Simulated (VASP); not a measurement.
# Rb2Cd (P4/nmm) in VASP: notebook, part 2 of 2

VASP 6.6.1. The steps go on from the part before.

### Step 3. Single point, PBE

This run uses another cell than the first one, of 60.45 Å³/atom.

File INCAR:

```
PREC = Accurate
ENCUT = 520
EDIFF = 1E-7
ISMEAR = 0
SIGMA = 0.1
LREAL = False
LASPH = True
NELM = 100
ALGO = Fast
ISIF = 2
LWAVE = False
LCHARG = False
GGA = PE
NBANDS = 39
```

File KPOINTS:

```
Automatic mesh
0
Gamma
  4 4 2
```

File POSCAR:

```
Rb2Cd
1.0
    5.9470929129      0.0000000000      0.0000000000
    0.0000000000      5.9470929129      0.0000000000
    0.0000000000      0.0000000000     10.2544021670
Rb Cd
4 2
Direct
    0.0000000000      0.0000000000      0.0000000000
    0.5000000000      0.5000000000      0.0000000000
    0.0000000000      0.5000000000      0.3709758001
    0.5000000000      0.0000000000      0.6290241999
    0.0000000000      0.5000000000      0.7523264190
    0.5000000000      0.0000000000      0.2476735810
```

Potentials or basis: VASP PAW PBE potentials, release 64 (Rb_sv, Cd).

Command:

```console
$ cat potpaw_PBE.64/Rb_sv/POTCAR potpaw_PBE.64/Cd/POTCAR > POTCAR
$ mpirun -np 1 vasp_std > vasp.out
```

OUTCAR:

```text
PREC = Accurate
   ENCUT = 520
   EDIFF = 1E-7
   ISMEAR = 0
   LREAL = False
   LASPH = True
   NELM = 100
   ISIF = 2
   GGA = PE

 ion  position               nearest neighbor table
   1  0.000  0.000  0.000-   5 3.91   6 3.91   5 3.91   6 3.91   2 4.21   2 4.21   2 4.21   2 4.21
                             3 4.83   4 4.83   3 4.83   4 4.83
   2  0.500  0.500  0.000-   5 3.91   6 3.91   6 3.91   5 3.91   1 4.21   1 4.21   1 4.21   1 4.21
                             3 4.83   3 4.83   4 4.83   4 4.83
   3  0.000  0.500  0.371-   5 3.91   6 4.39   6 4.39   6 4.39   6 4.39   1 4.83   2 4.83   2 4.83
                             1 4.83   4 4.97   4 4.97   4 4.97   4 4.97
   4  0.500  0.000  0.629-   6 3.91   5 4.39   5 4.39   5 4.39   5 4.39   1 4.83   1 4.83   2 4.83
                             2 4.83   3 4.97   3 4.97   3 4.97   3 4.97
   5  0.000  0.500  0.752-   3 3.91   2 3.91   1 3.91   1 3.91   2 3.91   4 4.39   4 4.39   4 4.39
                             4 4.39
   6  0.500  0.000  0.248-   4 3.91   2 3.91   1 3.91   2 3.91   1 3.91   3 4.39   3 4.39   3 4.39
                             3 4.39

  LATTYP: Found a simple tetragonal cell.
 ALAT       =     5.9470929129
 C/A-ratio  =     1.7242713906

  Lattice vectors:

[... 182 lines left out ...]
 Fermi energy:         0.3555006708

 k-point     1 :       0.0000    0.0000    0.0000
  band No.  band energies     occupation
      1     -28.1894      2.00000
      2     -28.1860      2.00000
      3     -28.1550      2.00000
      4     -28.1254      2.00000
      5     -12.3942      2.00000
      6     -12.3942      2.00000
[... 493 lines left out ...]
     38       2.7691      0.00000
     39       3.0201      0.00000

------------------------ aborting loop because EDIFF is reached ----------------------------------------

  FORCE on cell =-STRESS in cart. coord.  units (eV):
  Direction    XX          YY          ZZ          XY          YZ          ZX
  --------------------------------------------------------------------------------------
  -------------------------------------------------------------------------------------
  Total       -0.0951915     -0.0951915      0.1805796      0.0000000      0.0000000      0.0000000
  in kB       -0.4205224     -0.4205224      0.7977367      0.0000000      0.0000000      0.0000000
  external PRESSURE =      -0.0144360 kB  Pullay stress =       0.0000000 kB

 VOLUME and BASIS-vectors are now :
 -----------------------------------------------------------------------------
  energy-cutoff  :      520.00
  volume of cell :      362.68
      direct lattice vectors                 reciprocal lattice vectors
     5.947092913  0.000000000  0.000000000     0.168149382  0.000000000  0.000000000
     0.000000000  5.947092913  0.000000000     0.000000000  0.168149382  0.000000000
     0.000000000  0.000000000 10.254402167     0.000000000  0.000000000  0.097519093

 POSITION                                       TOTAL-FORCE (eV/Angst)
 -----------------------------------------------------------------------------------
      0.00000      0.00000      0.00000        -0.000000     -0.000000      0.000000
      2.97355      2.97355      0.00000        -0.000000      0.000000      0.000000
      0.00000      2.97355      3.80414         0.000000      0.000000     -0.000052
      2.97355      0.00000      6.45027        -0.000000      0.000000      0.000052
      0.00000      2.97355      7.71466         0.000000      0.000000     -0.010551
      2.97355      0.00000      2.53974        -0.000000      0.000000      0.010551
 -----------------------------------------------------------------------------------
    total drift:                                0.000000      0.000000     -0.000000

  FREE ENERGIE OF THE ION-ELECTRON SYSTEM (eV)
  ---------------------------------------------------
  free  energy   TOTEN  =        -5.1355575839 eV

  energy  without entropy=       -5.1218024044  energy(sigma->0) =       -5.12867999
```

OSZICAR:

```text
N       E                     dE             d eps       ncg     rms          rms(c)
DAV:   1     0.428367339773E+03    0.42837E+03   -0.25057E+04   936   0.127E+03
DAV:   2     0.336670471239E+02   -0.39470E+03   -0.38625E+03  1106   0.296E+02
DAV:   3    -0.390838330181E+01   -0.37575E+02   -0.37216E+02  1290   0.857E+01
[... 12 lines left out ...]
RMM:  16    -0.513555702859E+01   -0.89751E-06   -0.55010E-06  1633   0.622E-03    0.760E-04
RMM:  17    -0.513555724790E+01   -0.21931E-06   -0.29827E-06  1523   0.440E-03    0.564E-04
RMM:  18    -0.513555744838E+01   -0.20048E-06   -0.14037E-06  1312   0.309E-03    0.316E-04
RMM:  19    -0.513555755008E+01   -0.10170E-06   -0.76887E-07   978   0.222E-03    0.226E-04
RMM:  20    -0.513555758389E+01   -0.33813E-07   -0.32820E-07   808   0.161E-03
   1 F= -.51355576E+01 E0= -.51286800E+01  d E =-.137552E-01
```

stdout:

```text
POSCAR found type information on POSCAR RbCd
 POSCAR found :  2 types and       6 ions
 scaLAPACK will be used
 LDA part: xc-table for (Slater+PW92), standard interpolation
 POSCAR, INCAR and KPOINTS ok, starting setup
 FFT: planning ... GRIDC
 FFT: planning ... GRID_SOFT
 FFT: planning ... GRID
 WAVECAR not read
 entering main loop
 num prob  num prob  num prob  num prob RMM:  17    -0.513555724790E+01   -0.21931E-06   -0.29827E-06  1523   0.440E-03    0.564E-04
 num prob  num prob  num prob  num prob  num prob  num prob  num prob  num prob  num prob RMM:  18    -0.513555744838E+01   -0.20048E-06   -0.14037E-06  1312   0.309E-03    0.316E-04
 num prob  num prob  num prob  num prob  num prob  num prob  num prob  num prob  num prob  num prob  num prob  num prob  num prob  num prob  num prob  num prob  num prob  num prob  num prob  num prob  num prob  num prob  num prob RMM:  19    -0.513555755008E+01   -0.10170E-06   -0.76887E-07   978   0.222E-03    0.226E-04
 num prob  num prob  num prob  num prob  num prob  num prob  num prob  num prob  num prob  num prob  num prob  num prob  num prob  num prob  num prob  num prob  num prob  num prob  num prob  num prob  num prob  num prob  num prob  num prob  num prob  num prob  num prob  num prob  num prob  num prob  num prob  num prob  num prob RMM:  20    -0.513555758389E+01   -0.33813E-07   -0.32820E-07   808   0.161E-03
```

It took 4.5 min on 1 thread of Oxide Virtual Turin-like, shared host; peak memory 0.48 GiB.

Results:

```yaml
Free_energy: -5.1356 eV
Pressure: 0.0 GPa
Largest_force: 0.011 eV/Å
Band_gap_on_the_k_mesh: zero (bands 30 and 31 overlap by 0.55 eV)
```

Forces on the atoms (eV/Å):
```
Rb   0.000  0.000  0.000
Rb   0.000  0.000  0.000
Rb   0.000  0.000  0.000
Rb   0.000  0.000  0.000
Cd   0.000  0.000 -0.011
Cd   0.000  0.000  0.011
```

Stress tensor (GPa, compression positive):
```
-0.04  0.00  0.00
 0.00 -0.04  0.00
 0.00  0.00  0.08
```

### Step 4. Relaxation of cell and atoms, PBE

File INCAR:

```
SYSTEM = Rb2Cd
PREC = Accurate
ENCUT = 600
EDIFF = 1E-6
ISMEAR = 0
SIGMA = 0.1
LREAL = .FALSE.
LASPH = .TRUE.
NELM = 80
ALGO = Fast
ISIF = 3
LWAVE = .FALSE.
LCHARG = .FALSE.
GGA = PE
IBRION = 2
NSW = 90
EDIFFG = -0.04
```

File KPOINTS:

```
Automatic mesh
0
G
  4 4 2
  0 0 0
```

File POSCAR:

```
Rb2Cd
1.0
    5.0457416145      0.0000000000      0.0000000000
    0.0000000000      5.0457416145      0.0000000000
    0.0000000000      0.0000000000      7.6988006447
Rb Cd
4 2
Direct
    0.0000000000      0.0000000000      0.0000000000
    0.5000000000      0.5000000000      0.0000000000
    0.0000000000      0.5000000000      0.2700000000
    0.5000000000      0.0000000000      0.7300000000
    0.0000000000      0.5000000000      0.7000000000
    0.5000000000      0.0000000000      0.3000000000
```

Command:

```console
$ cat potpaw_PBE.64/Rb_sv/POTCAR potpaw_PBE.64/Cd/POTCAR > POTCAR
$ mpirun -np 1 vasp_std > vasp.out
```

Run time: 35 min. Hardware: 1 thread of Oxide Virtual Turin-like, shared host; peak memory 0.34 GiB.

Results (log left out):

| Property | Result |
| --- | --- |
| Free energy | -5.0877 eV |
| Relaxed volume | 59.05 Å³/atom |
| Relaxed cell | a = 5.874 Å, b = 5.874 Å, c = 10.270 Å, α = 90.00°, β = 90.00°, γ = 90.00° |
| Space group after relaxing (to 0.1 Å) | P4/nmm (No. 129) |
| Energy gained by relaxing | 652.8 meV/atom |
| Ionic steps | 17 |
| Pressure after relaxing | 0.0 GPa |
| Largest force after relaxing | 0.016 eV/Å |
| Band gap on the k mesh | zero (bands 30 and 31 overlap by 0.56 eV) |

Forces on the atoms (eV/Å):
```
Rb   0.000  0.000  0.000
Rb   0.000  0.000  0.000
Rb   0.000  0.000 -0.011
Rb   0.000  0.000  0.011
Cd   0.000  0.000  0.016
Cd   0.000  0.000 -0.016
```

The path:
```csv
step,energy change (eV),largest force (eV/Å),pressure (GPa),volume (Å³)
1,0.0000,1.3218,9.16,196.01
2,-2.2023,0.9477,3.23,253.89
3,-3.0010,0.6986,1.00,312.63
4,-3.1422,0.3159,-0.40,455.95
5,-3.2225,0.4188,-0.21,406.43
6,-3.2305,0.4783,-0.04,381.76
7,-3.2313,0.4670,-0.08,386.34
8,-3.2763,0.4573,-0.10,385.67
9,-3.4060,0.4113,-0.15,383.53
10,-3.6311,0.3032,-0.22,378.74
11,-3.8726,0.1293,-0.22,367.25
12,-3.8780,0.1073,-0.18,364.97
13,-3.8971,0.0537,0.28,336.15
14,-3.9041,0.0736,0.10,345.55
15,-3.9140,0.0501,0.01,352.89
16,-3.9144,0.0453,-0.02,354.85
17,-3.9165,0.0162,0.00,354.31
```

Final structure:
```yaml
crystal:
  lattice:
    - [5.87351, 0.00000, 0.00000]
    - [0.00000, 5.87351, 0.00000]
    - [0.00000, 0.00000, 10.27038]
  atoms:
    - { symbol: Rb, position: [0.00000, 0.00000, 0.00000] }
    - { symbol: Rb, position: [0.50000, 0.50000, 0.00000] }
    - { symbol: Rb, position: [0.00000, 0.50000, 0.37104] }
    - { symbol: Rb, position: [0.50000, 0.00000, 0.62896] }
    - { symbol: Cd, position: [0.00000, 0.50000, 0.74824] }
    - { symbol: Cd, position: [0.50000, 0.00000, 0.25176] }
```

Levels at points of the mesh, in eV from the Fermi level:
```
           k point  band 26  band 27  band 28  band 29  band 30  band 31  band 32  band 33  band 34  band 35
(0.00, 0.00, 0.00)    -8.79    -3.93    -3.32    -0.95     0.54     1.12     1.12     1.28     1.44     1.44
(0.50, 0.00, 0.00)    -8.79    -3.31    -3.31    -0.61    -0.61     0.22     0.22     1.30     1.30     2.11
(0.50, 0.50, 0.00)    -8.78    -3.13    -3.13    -0.35    -0.35     0.56     0.56     0.69     0.69     1.11
(0.00, 0.00, 0.50)    -8.79    -3.71    -3.60    -0.55    -0.30     1.13     1.13     1.37     1.45     1.45
(0.50, 0.00, 0.50)    -8.79    -3.29    -3.29    -0.88    -0.88     0.81     0.81     1.30     1.30     1.53
(0.50, 0.50, 0.50)    -8.78    -3.13    -3.13    -0.26    -0.26     0.27     0.27     0.48     0.48     1.53
```

Caveat: the k points lie up to 0.31 Å⁻¹ apart in the final cell, too coarse for converged energies and pressures of a metal; the volume moved by over 15 % at a fixed basis, so the end points are rough.

### Step 5. The runs side by side

| task | cell | k mesh | cutoff (eV) | gap on the mesh (eV) | pressure (GPa) | largest force (eV/Å) |
| --- | --- | --- | --- | --- | --- | --- |
| single point | a = 5.046, b = 5.046, c = 7.699 Å, 6 atoms, atomic positions A | 4 × 4 × 4 | 520 | none | 9.3 | 1.34 |
| single point | a = 5.947, b = 5.947, c = 10.254 Å, 6 atoms, atomic positions B | 4 × 4 × 2 | 520 | none | 0.0 | 0.01 |
| relaxation of cell and atoms | relaxed from a = 5.046, b = 5.046, c = 7.699 Å, 6 atoms, atomic positions A | 4 × 4 × 2 | 600 | none | 0.0 | 0.02 |

Alike in all rows: level PBE; potentials or basis VASP PAW PBE potentials, release 64 (Rb_sv, Cd); no spin polarisation; smearing gaussian 0.1 eV.

Caveats: some runs use coarse meshes; the cell stands under pressure (at least some runs); forces of over 1 eV/Å act on the atoms, so gaps and moduli don't describe the material at rest (at least some runs); the volume moved by over 15 % at a fixed basis, so the end points are rough (at least some runs).

Absolute energies hang on the potentials; compare differences alone.
